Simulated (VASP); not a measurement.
# AgCl (Chlorargyrite) (Fm-3m) in VASP: further runs, part 2 of 2

VASP 6.6.1. Earlier steps stand in the parts before.

## (4) Relaxation of cell and atoms, PBE, non-collinear spin, zero start, spin-orbit coupling

INCAR

```
SYSTEM = AgCl
PREC     = Accurate       ! precision mode
ENCUT    = 600            ! plane-wave cutoff, eV
EDIFF    = 1E-6           ! SCF threshold, eV
ISMEAR   = -1             ! smearing method
SIGMA    = 0.02           ! smearing width, eV
LREAL    = .FALSE.        ! projectors in reciprocal space
LASPH    = .TRUE.         ! aspherical terms in the spheres
NELM     = 150            ! most SCF steps
ALGO     = Normal         ! electronic algorithm
ISIF     = 3              ! what is computed and relaxed
LWAVE    = .FALSE.        ! write WAVECAR
LCHARG   = .FALSE.        ! write CHGCAR
MAGMOM   = 0 0 0 0 0 0    ! initial moments
LORBIT   = 11             ! projections on sites
LSORBIT  = .TRUE.         ! spin-orbit coupling
GGA_COMPAT= .FALSE.      
LORBMOM  = .TRUE.       
LMAXMIX  = 4              ! l up to which the mixer works
GGA      = PE             ! functional
IBRION   = 2              ! ionic algorithm
NSW      = 30             ! ionic steps
EDIFFG   = -0.005         ! ionic threshold
```

KPOINTS

```
regular mesh
0
G
  9 9 9
  0 0 0
```

POSCAR

```
AgCl
1.0
    0.0000000000      2.8053350663      2.8053350663
    2.8053350663      0.0000000000      2.8053350663
    2.8053350663      2.8053350663      0.0000000000
Ag Cl
1 1
Direct
    0.0000000000      0.0000000000      0.0000000000
    0.5000000000      0.5000000000      0.5000000000
```

Potentials or basis: VASP PAW PBE potentials, release 64 (Ag, Cl).

Started as:

```
cat potpaw_PBE.64/Ag/POTCAR potpaw_PBE.64/Cl/POTCAR > POTCAR
mpirun -np 1 vasp_ncl > vasp.out
```

OUTCAR:

```text
SYSTEM = AgCl
   PREC = Accurate
   ENCUT = 600
   EDIFF = 1E-6
   ISMEAR = -1
   LREAL = .FALSE.
   LASPH = .TRUE.
   NELM = 150
   ISIF = 3
   LORBIT = 11
   LSORBIT = .TRUE.
   GGA = PE
   IBRION = 2
   NSW = 30
   EDIFFG = -0.005

 ion  position               nearest neighbor table
   1  0.000  0.000  0.000-   2 2.81   2 2.81   2 2.81   2 2.81   2 2.81   2 2.81
   2  0.500  0.500  0.500-   1 2.81   1 2.81   1 2.81   1 2.81   1 2.81   1 2.81

  LATTYP: Found a face centered cubic cell.
 ALAT       =     5.6106701326

  Lattice vectors:

 A1 = (   0.0000000000,   2.8053350663,   2.8053350663)
 A2 = (   2.8053350663,   0.0000000000,   2.8053350663)
 A3 = (   2.8053350663,   2.8053350663,   0.0000000000)

Analysis of symmetry for initial positions (statically):
=====================================================================
 Subroutine PRICEL returns:
 Original cell was already a primitive cell.

 Routine SETGRP: Setting up the symmetry group for a
 face centered cubic supercell.

 Subroutine GETGRP returns: Found 48 space group operations
 (whereof 48 operations were pure point group operations)
 out of a pool of 48 trial point group operations.

The static configuration has the point symmetry O_h .

Analysis of symmetry for dynamics (positions and initial velocities):
=====================================================================
 Subroutine PRICEL returns:
 Original cell was already a primitive cell.

 Routine SETGRP: Setting up the symmetry group for a
 face centered cubic supercell.

 Subroutine GETGRP returns: Found 48 space group operations
 (whereof 48 operations were pure point group operations)
 out of a pool of 48 trial point group operations.

The dynamic configuration has the point symmetry O_h .

Analysis of structural, dynamic, and magnetic symmetry:
=====================================================================
 Subroutine PRICEL returns:
 Original cell was already a primitive cell.

 Routine SETGRP: Setting up the symmetry group for a
 face centered cubic supercell.

[... 1072 lines left out ...]
  2         0.000   0.000   0.000
 ----------------------------------------
            0.000  -0.000  -0.000

 orbital moment (z)

 # of ion     p       d       tot
 ----------------------------------------
  1         0.000   0.000   0.000
  2         0.000   0.000   0.000
 ----------------------------------------
            0.000   0.000   0.000

 Spin-Orbit-Coupling matrix elements

 Ion:    1  E_soc:     -0.0371047
 l=   1
     0.0000000    -0.0007728    -0.0007728
    -0.0007728     0.0000000    -0.0007728
    -0.0007728    -0.0007728     0.0000000
 l=   2
     0.0000000    -0.0011014     0.0000000    -0.0011014    -0.0043099
    -0.0011014     0.0000000    -0.0032325    -0.0011014    -0.0010775
     0.0000000    -0.0032325     0.0000000    -0.0032325     0.0000000
    -0.0011014    -0.0011014    -0.0032325     0.0000000    -0.0010775
    -0.0043099    -0.0010775     0.0000000    -0.0010775     0.0000000
 l=   3
     0.0000000     0.0000000     0.0000000     0.0000000     0.0000000     0.0000000     0.0000000
     0.0000000     0.0000000     0.0000000     0.0000000     0.0000000     0.0000000     0.0000000
     0.0000000     0.0000000     0.0000000     0.0000000     0.0000000     0.0000000     0.0000000
     0.0000000     0.0000000     0.0000000     0.0000000     0.0000000     0.0000000     0.0000000
     0.0000000     0.0000000     0.0000000     0.0000000     0.0000000     0.0000000     0.0000000
     0.0000000     0.0000000     0.0000000     0.0000000     0.0000000     0.0000000     0.0000000
     0.0000000     0.0000000     0.0000000     0.0000000     0.0000000     0.0000000     0.0000000

 Ion:    2  E_soc:     -0.0034561
 l=   1
     0.0000000    -0.0005760    -0.0005760
    -0.0005760     0.0000000    -0.0005760
    -0.0005760    -0.0005760     0.0000000
 l=   2
     0.0000000     0.0000000     0.0000000     0.0000000     0.0000000
     0.0000000     0.0000000     0.0000000     0.0000000     0.0000000
     0.0000000     0.0000000     0.0000000     0.0000000     0.0000000
     0.0000000     0.0000000     0.0000000     0.0000000     0.0000000
     0.0000000     0.0000000     0.0000000     0.0000000     0.0000000
 l=   3
     0.0000000     0.0000000     0.0000000     0.0000000     0.0000000     0.0000000     0.0000000
     0.0000000     0.0000000     0.0000000     0.0000000     0.0000000     0.0000000     0.0000000
     0.0000000     0.0000000     0.0000000     0.0000000     0.0000000     0.0000000     0.0000000
     0.0000000     0.0000000     0.0000000     0.0000000     0.0000000     0.0000000     0.0000000
     0.0000000     0.0000000     0.0000000     0.0000000     0.0000000     0.0000000     0.0000000
     0.0000000     0.0000000     0.0000000     0.0000000     0.0000000     0.0000000     0.0000000
     0.0000000     0.0000000     0.0000000     0.0000000     0.0000000     0.0000000     0.0000000

 total charge

# of ion       s       p       d       tot
------------------------------------------
    1        0.190   0.129   9.373   9.692
    2        1.603   3.469   0.000   5.072
--------------------------------------------------
tot          1.793   3.598   9.373  14.764

 magnetization (x)

# of ion       s       p       d       tot
------------------------------------------
    1        0.000   0.000  -0.000  -0.000
    2       -0.000  -0.000   0.000  -0.000
--------------------------------------------------
tot         -0.000   0.000  -0.000  -0.000

 magnetization (y)

# of ion       s       p       d       tot
------------------------------------------
    1        0.000   0.000  -0.000  -0.000
    2       -0.000   0.000   0.000  -0.000
--------------------------------------------------
tot          0.000   0.000  -0.000  -0.000

 magnetization (z)

# of ion       s       p       d       tot
------------------------------------------
    1        0.000   0.000   0.000   0.000
    2        0.000   0.000   0.000   0.000
--------------------------------------------------
tot          0.000   0.000   0.000   0.000
```

CONTCAR:

```text
AgCl
   1.00000000000000
     0.0000000000000000    2.8025870652925371    2.8025870652925371
     2.8025870652925371    0.0000000000000000    2.8025870652925371
     2.8025870652925371    2.8025870652925371   -0.0000000000000000
  Ag              Cl
     1     1
Direct
     0.0000000000000000    0.0000000000000000    0.0000000000000000
     0.5000000000000000    0.5000000000000000    0.5000000000000000

  0.00000000E+00  0.00000000E+00  0.00000000E+00
  0.00000000E+00  0.00000000E+00  0.00000000E+00
```

Run time: 4.7 min. Hardware: 1 thread of Oxide Virtual Turin-like, shared host; peak memory 0.32 GiB.

Results:

| Item | Value |
| --- | --- |
| Free energy | -5.4216 eV |
| Relaxed volume | 22.01 Å³/atom |
| Relaxed cell | a = 3.963 Å, b = 3.963 Å, c = 3.963 Å, α = 60.00°, β = 60.00°, γ = 60.00° |
| Space group after relaxing (to 0.05 Å) | Fm-3m (No. 225) |
| Energy gained by relaxing | 0.0 meV/atom |
| Ionic steps | 5 |
| Pressure after relaxing | 0.0 GPa |
| Net moment | 0.00 μB per cell |
| Valence electrons inside the program's atomic spheres | Ag 9.69; Cl 5.07 |

Final structure:
```xyz
2
Lattice="0.0000 2.8026 2.8026 2.8026 0.0000 2.8026 2.8026 2.8026 0.0000" Properties=species:S:1:pos:R:3 pbc="T T T"
Ag    0.0000    0.0000    0.0000
Cl    2.8026    2.8026    2.8026
```

Moments on the atoms (μB; x, y, z):
```
Ag  0.00 0.00 0.00
Cl  0.00 0.00 0.00
```

## (5) Overview

```csv
task,cell,cutoff (eV),smearing,pressure (GPa),moment (μB)
single point,as given,520,fermi-dirac 0.02 eV,-0.1,0.00
single point,as given,520,methfessel-paxton 0.001 eV,-0.1,0.00
relaxation of cell and atoms,relaxed,600,fermi-dirac 0.02 eV,0.0,0.00
```

Alike in all rows: level PBE; potentials or basis VASP PAW PBE potentials, release 64 (Ag, Cl); spin non-collinear, zero start, SOC; k mesh 9 × 9 × 9.

Total energies depend on the potentials used, so only differences within one code and one set of settings carry meaning.
